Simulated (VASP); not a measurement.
# ZnS (P6_3mc) in VASP: notebook

The runs below take ZnS through relaxation of shape and atoms at fixed volume, with PBE.

All numbers are computed with VASP 6.6.1; they aren't measurements. Logs are shortened: lines on timing, memory, paths and dates and some standing lists are left out, and cuts for length are marked.

## (1) The cell of the first run

The structure is hexagonal, space group P6_3mc (No. 186). Conventional cell: a = 3.794 Å, b = 3.794 Å, c = 6.219 Å, α = 90.00°, β = 90.00°, γ = 120.00°. Within 3.1 Å of Zn (site symmetry 3m) lie 4 S at 2.33 Å. Within 3.1 Å of S (site symmetry 3m) lie 4 Zn at 2.33 Å.

## (2) Relaxation of shape and atoms at fixed volume, PBE (19.38 Å³/atom)

Contents of INCAR:

```
SYSTEM = ZnS
ALGO = Normal
EDIFF = 1E-6
EDIFFG = -0.01
ENCUT = 600
GGA = PE
IBRION = 2
ISIF = 4
ISMEAR = 0
LASPH = .TRUE.
LCHARG = .FALSE.
LREAL = .FALSE.
LWAVE = .FALSE.
NELM = 100
NSW = 60
PREC = Accurate
SIGMA = 0.05
```

Contents of KPOINTS:

```
k-points
0
G
  10 10 6
  0 0 0
```

Contents of POSCAR:

```
ZnS
1.0
    3.7937713532      0.0000000000      0.0000000000
   -1.8968856766      3.2855023681      0.0000000000
    0.0000000000      0.0000000000      6.2191709519
Zn S
2 2
Direct
    0.3333333333      0.6666666667      0.0052019370
    0.6666666667      0.3333333333      0.5052019370
    0.3333333333      0.6666666667      0.3797980630
    0.6666666667      0.3333333333      0.8797980630
```

Potentials or basis: VASP PAW PBE potentials, release 64 (Zn, S).

On the command line:

```
$ cat potpaw_PBE.64/Zn/POTCAR potpaw_PBE.64/S/POTCAR > POTCAR
$ mpirun -np 1 vasp_std > vasp.out
```

OUTCAR:

```text
SYSTEM = ZnS
   EDIFF = 1E-6
   EDIFFG = -0.01
   ENCUT = 600
   GGA = PE
   IBRION = 2
   ISIF = 4
   ISMEAR = 0
   LASPH = .TRUE.
   LREAL = .FALSE.
   NELM = 100
   NSW = 60
   PREC = Accurate

 ion  position               nearest neighbor table
   1  0.333  0.667  0.005-   4 2.33   4 2.33   4 2.33   3 2.33
   2  0.667  0.333  0.505-   3 2.33   3 2.33   3 2.33   4 2.33
   3  0.333  0.667  0.380-   2 2.33   2 2.33   2 2.33   1 2.33
   4  0.667  0.333  0.880-   1 2.33   1 2.33   1 2.33   2 2.33

  LATTYP: Found a hexagonal cell.
 ALAT       =     3.7937713532
 C/A-ratio  =     1.6393109581

  Lattice vectors:

 A1 = (   3.7937713532,   0.0000000000,   0.0000000000)
 A2 = (  -1.8968856766,   3.2855023681,   0.0000000000)
 A3 = (   0.0000000000,   0.0000000000,   6.2191709519)

Analysis of symmetry for initial positions (statically):
=====================================================================
 Subroutine PRICEL returns:
 Original cell was already a primitive cell.

 Routine SETGRP: Setting up the symmetry group for a
 hexagonal supercell.

 Subroutine GETGRP returns: Found 12 space group operations
 (whereof  6 operations were pure point group operations)
 out of a pool of 24 trial point group operations.

The static configuration has the point symmetry C_3v.
 The point group associated with its full space group is C_6v.

Analysis of symmetry for dynamics (positions and initial velocities):
=====================================================================
 Subroutine PRICEL returns:
 Original cell was already a primitive cell.

 Routine SETGRP: Setting up the symmetry group for a
 hexagonal supercell.

 Subroutine GETGRP returns: Found 12 space group operations
 (whereof  6 operations were pure point group operations)
 out of a pool of 24 trial point group operations.

The dynamic configuration has the point symmetry C_3v.
 The point group associated with its full space group is C_6v.

 Subroutine INISYM returns: Found 12 space group operations
 (whereof  6 operations are pure point group operations),
 and found     1 'primitive' translations

----------------------------------------------------------------------------------------

                                     Primitive cell

  volume of cell :      77.5185

[... 91 lines left out ...]
   NELM   =    100;   NELMIN=  2; NELMDL= -5     # of ELM steps
   EDIFF  = 0.1E-05   stopping-criterion for ELM
   LREAL  =      F    real-space projection
   EDIFFG = -.1E-01   stopping-criterion for IOM
   NSW    =     60    number of steps for IOM
   IBRION =      2    ionic relax: 0-MD 1-quasi-New 2-CG
   NFREE  =      1    steps in history (QN), initial steepest desc. (CG)
   ISIF   =      4    stress and relaxation
   ISYM   =      2    0-nonsym 1-usesym 2-fastsym
   POTIM  = 0.5000    time-step for ionic-motion
   TEBEG  =    0.0;   TEEND  =   0.0 temperature during run
   PSTRESS=    0.0 pullay stress
   NELECT =      36.0000    total number of electrons
   NUPDOWN=      -1.0000    fix difference up-down
   EMIN   =  10.00;   EMAX   =-10.00  energy-range for DOS
   EFERMI =   0.00;   METHOD = LEGACY
   ISMEAR =     0;   SIGMA  =   0.05  broadening in eV -4-tet -1-fermi 0-gaus
   EFERMI_NEDOS =   21; number of points for ismear=-14 and -15
   IALGO  =     38    algorithm
   IMIX   =      4    mixing-type and parameters
     AMIX     =   0.40;   BMIX     =  1.00
     AMIX_MAG =   1.60;   BMIX_MAG =  1.00
  volume/ion in A,a.u.               =      19.38       130.78
  Fermi-wavevector in a.u.,A,eV,Ry     =   1.267770  2.395738 21.867843  1.607241
  Thomas-Fermi vector in A             =   2.400900
   LORBIT       =      0    0 simple, 1 ext, 2 COOP (PROOUT), +10 PAW based schemes
   GGA     = PE    functional components
   LHFCALC =     F    Hartree Fock is set to
   AEXX    =    0.0000 exact exchange contribution
   IVDW    =     0    specifies the selected vdW correction
   LEPSILON=     F    determine dielectric tensor
   LRPA    =     F    only Hartree local field effects (RPA)
 conjugate gradient relaxation of ions
 non-spin polarized calculation
 Gauss-broadening in eV      SIGMA  =   0.05
  energy-cutoff  :      600.00
  volume of cell :       77.52
 maximum number of plane-waves:      2615
   NGX = 15   NGY = 15   NGZ = 25

 number of electron      35.9999999 magnetization

 Free energy of the ion-electron system (eV)
  ---------------------------------------------------
  ext. energy  EPLUGINS =         0.00000000
  ---------------------------------------------------
  free energy    TOTEN  =       -13.66020209 eV

  energy without entropy =      -13.66020209  energy(sigma->0) =      -13.66020209

 E-fermi :   2.4993     XC(G=0):  -9.7078

 val. band max:        2.2914112835   @ k =   0.0000   0.0000   0.0000
 cond. band min:       4.5594649126   @ k =   0.0000   0.0000   0.0000
 fundamental gap:      2.2680536291
 Fermi energy:         2.4993045871

 k-point     1 :       0.0000    0.0000    0.0000
  band No.  band energies     occupation
      1     -10.9990      2.00000
      2     -10.0346      2.00000
      3      -4.1238      2.00000
      4      -4.1110      2.00000
      5      -4.1110      2.00000
      6      -4.0264      2.00000
[... 589 lines left out ...]
     21       7.9037      0.00000
     22       8.7672      0.00000

 [... further k-points ...]

------------------------ aborting loop because EDIFF is reached ----------------------------------------

  FORCE on cell =-STRESS in cart. coord.  units (eV):
  Direction    XX          YY          ZZ          XY          YZ          ZX
  --------------------------------------------------------------------------------------
  -------------------------------------------------------------------------------------
  Total        1.5591665      1.5591665      1.6015328     -0.0000000     -0.0000000      0.0000000
  in kB       32.2253501     32.2253501     33.1009913     -0.0000000     -0.0000000      0.0000000
  external PRESSURE =      32.5172305 kB  Pullay stress =       0.0000000 kB

 VOLUME and BASIS-vectors are now :
 -----------------------------------------------------------------------------
  energy-cutoff  :      600.00
  volume of cell :       77.52
      direct lattice vectors                 reciprocal lattice vectors
     3.793771353  0.000000000  0.000000000     0.263589950  0.152183728  0.000000000
    -1.896885677  3.285502368  0.000000000     0.000000000  0.304367457  0.000000000
     0.000000000  0.000000000  6.219170952     0.000000000  0.000000000  0.160793136

 POSITION                                       TOTAL-FORCE (eV/Angst)
 -----------------------------------------------------------------------------------
     -0.00000      2.19033      0.03235        -0.000000      0.000000      0.009666
      1.89689      1.09517      3.14194         0.000000      0.000000      0.009666
     -0.00000      2.19033      2.36203         0.000000      0.000000     -0.009666
      1.89689      1.09517      5.47161        -0.000000     -0.000000     -0.009666
 -----------------------------------------------------------------------------------
    total drift:                               -0.000000     -0.000000      0.001026

  FREE ENERGIE OF THE ION-ELECTRON SYSTEM (eV)
  ---------------------------------------------------
  free  energy   TOTEN  =       -13.6602020900 eV

  energy  without entropy=      -13.6602020900  energy(sigma->0) =      -13.66020209

 reached required accuracy - stopping structural energy minimisation
```

OSZICAR:

```text
N       E                     dE             d eps       ncg     rms          rms(c)
DAV:   1     0.251599696902E+03    0.25160E+03   -0.19182E+04  2464   0.218E+03
DAV:   2     0.102293813832E+02   -0.24137E+03   -0.23564E+03  2532   0.407E+02
DAV:   3    -0.139022265646E+02   -0.24132E+02   -0.24019E+02  2980   0.126E+02
DAV:   4    -0.145068152920E+02   -0.60459E+00   -0.60384E+00  2866   0.203E+01
DAV:   5    -0.145175405074E+02   -0.10725E-01   -0.10723E-01  3010   0.268E+00    0.101E+01
DAV:   6    -0.136445330403E+02    0.87301E+00   -0.20324E+00  3796   0.443E+01    0.785E+00
DAV:   7    -0.136796162841E+02   -0.35083E-01   -0.20735E+00  2668   0.832E+00    0.340E+00
DAV:   8    -0.136590404044E+02    0.20576E-01   -0.12023E-01  3298   0.482E+00    0.119E+00
DAV:   9    -0.136598269505E+02   -0.78655E-03   -0.23479E-02  3408   0.269E+00    0.297E-01
DAV:  10    -0.136599638112E+02   -0.13686E-03   -0.13685E-03  2842   0.466E-01    0.184E-01
DAV:  11    -0.136601989798E+02   -0.23517E-03   -0.36868E-04  2788   0.136E-01    0.866E-02
DAV:  12    -0.136601988438E+02    0.13600E-06   -0.30343E-05  3894   0.944E-02    0.153E-02
DAV:  13    -0.136602014640E+02   -0.26202E-05   -0.56477E-06  2782   0.172E-02    0.948E-03
DAV:  14    -0.136602020900E+02   -0.62599E-06   -0.92862E-07  2190   0.951E-03
   1 F= -.13660202E+02 E0= -.13660202E+02  d E =-.136602E+02
```

CONTCAR:

```text
ZnS
   1.00000000000000
     3.7937713531999999    0.0000000000000000    0.0000000000000000
    -1.8968856766000000    3.2855023681000000    0.0000000000000000
     0.0000000000000000    0.0000000000000000    6.2191709518999998
  Zn              S
     2     2
Direct
     0.3333333332999970    0.6666666667000030    0.0052019370000025
     0.6666666667000030    0.3333333332999970    0.5052019370000025
     0.3333333332999970    0.6666666667000030    0.3797980630000026
     0.6666666667000030    0.3333333332999970    0.8797980630000026

  0.00000000E+00  0.00000000E+00  0.00000000E+00
  0.00000000E+00  0.00000000E+00  0.00000000E+00
  0.00000000E+00  0.00000000E+00  0.00000000E+00
  0.00000000E+00  0.00000000E+00  0.00000000E+00
```

It took 57 s on 1 thread of AMD EPYC 9R45 (Zen 5), shared host; peak memory 0.23 GiB.

What came out:

| Item | Value |
| --- | --- |
| Free energy | -13.6602 eV |
| Pressure after relaxing | 3.3 GPa |
| Largest force after relaxing | 0.010 eV/Å |
| Band gap on the k mesh | 2.27 eV |

Forces in eV/Å, atoms in the order of the input:
```
Zn   0.000  0.000  0.010
Zn   0.000  0.000  0.010
S    0.000  0.000 -0.010
S    0.000  0.000 -0.010
```

Final structure:
```yaml
crystal:
  lattice:
    - [3.79377, 0.00000, 0.00000]
    - [-1.89689, 3.28550, 0.00000]
    - [0.00000, 0.00000, 6.21917]
  atoms:
    - { symbol: Zn, position: [0.33333, 0.66667, 0.00520] }
    - { symbol: Zn, position: [0.66667, 0.33333, 0.50520] }
    - { symbol: S, position: [0.33333, 0.66667, 0.37980] }
    - { symbol: S, position: [0.66667, 0.33333, 0.87980] }
```

Levels at points of the mesh, in eV from the valence-band top:
| k point | band 14 | band 15 | band 16 | band 17 | band 18 | band 19 | band 20 | band 21 | band 22 |
| --- | --- | --- | --- | --- | --- | --- | --- | --- | --- |
| (0.00, 0.00, 0.00) | -0.91 | -0.91 | -0.08 | 0.00 | 0.00 | 2.27 | 3.12 | 6.30 | 6.30 |
| (0.50, 0.00, 0.00) | -4.17 | -3.33 | -2.29 | -1.72 | -0.91 | 3.65 | 4.29 | 5.11 | 6.91 |
| (0.00, 0.00, 0.50) | -2.90 | -0.48 | -0.48 | -0.48 | -0.48 | 3.60 | 3.60 | 6.76 | 6.76 |
| (0.50, 0.00, 0.50) | -4.93 | -1.66 | -1.66 | -1.65 | -1.65 | 3.55 | 3.55 | 5.22 | 5.22 |

Caveat: the relaxation stopped at its first step, so nothing moved.

## (3) Relaxation of shape and atoms at fixed volume, PBE (19.78 Å³/atom)

This run uses another cell than the first one, of 19.78 Å³/atom.

Contents of INCAR:

```
SYSTEM = ZnS
PREC = Accurate
ENCUT = 600
EDIFF = 1E-7
ISMEAR = 0
SIGMA = 0.05
LREAL = .FALSE.
LASPH = .TRUE.
NELM = 60
ALGO = Normal
ISIF = 4
LWAVE = .FALSE.
LCHARG = .FALSE.
GGA = PE
IBRION = 2
NSW = 60
EDIFFG = -0.01
```

Contents of KPOINTS:

```
regular mesh
0
G
  10 10 6
  0 0 0
```

Contents of POSCAR:

```
ZnS
1.0
    3.8199361204      0.0000000000      0.0000000000
   -1.9099680602      3.3081617211      0.0000000000
    0.0000000000      0.0000000000      6.2620631414
Zn S
2 2
Direct
    0.3333333333      0.6666666667      0.0052019370
    0.6666666667      0.3333333333      0.5052019370
    0.3333333333      0.6666666667      0.3797980630
    0.6666666667      0.3333333333      0.8797980630
```

Potentials or basis: VASP PAW PBE potentials, release 64 (Zn, S).

On the command line:

```
$ cat potpaw_PBE.64/Zn/POTCAR potpaw_PBE.64/S/POTCAR > POTCAR
$ mpirun -np 1 vasp_std > vasp.out
```

Run time: 88 s. Hardware: 1 thread of AMD EPYC 9R45 (Zen 5), shared host; peak memory 0.23 GiB.

The run converged. Its results:

| Item | Value |
| --- | --- |
| Free energy | -13.6848 eV |
| Pressure after relaxing | 1.6 GPa |
| Largest force after relaxing | 0.005 eV/Å |
| Band gap on the k mesh | 2.17 eV |

Forces in eV/Å, atoms in the order of the input:
```
Zn   0.000  0.000  0.005
Zn   0.000  0.000  0.005
S    0.000  0.000 -0.005
S    0.000  0.000 -0.005
```

Final structure:
```cif
data_structure
_symmetry_space_group_name_H-M 'P 1'
_symmetry_Int_Tables_number 1
_cell_length_a 3.8199
_cell_length_b 3.8199
_cell_length_c 6.2621
_cell_angle_alpha 90.000
_cell_angle_beta 90.000
_cell_angle_gamma 120.000
_cell_volume 79.13
loop_
_atom_site_label
_atom_site_type_symbol
_atom_site_fract_x
_atom_site_fract_y
_atom_site_fract_z
_atom_site_occupancy
Zn1 Zn 0.33333 0.66667 0.00520 1
Zn2 Zn 0.66667 0.33333 0.50520 1
S1 S 0.33333 0.66667 0.37980 1
S2 S 0.66667 0.33333 0.87980 1
```

Levels at points of the mesh, in eV from the valence-band top:
| k point | band 14 | band 15 | band 16 | band 17 | band 18 | band 19 | band 20 | band 21 | band 22 |
| --- | --- | --- | --- | --- | --- | --- | --- | --- | --- |
| (0.00, 0.00, 0.00) | -0.88 | -0.88 | -0.08 | 0.00 | 0.00 | 2.17 | 3.09 | 6.31 | 6.31 |
| (0.50, 0.00, 0.00) | -4.09 | -3.24 | -2.21 | -1.66 | -0.88 | 3.67 | 4.23 | 5.13 | 6.92 |
| (0.00, 0.00, 0.50) | -2.85 | -0.46 | -0.46 | -0.46 | -0.46 | 3.54 | 3.54 | 6.78 | 6.81 |
| (0.50, 0.00, 0.50) | -4.83 | -1.61 | -1.61 | -1.59 | -1.59 | 3.55 | 3.55 | 5.23 | 5.23 |

Caveat: the relaxation stopped at its first step, so nothing moved.
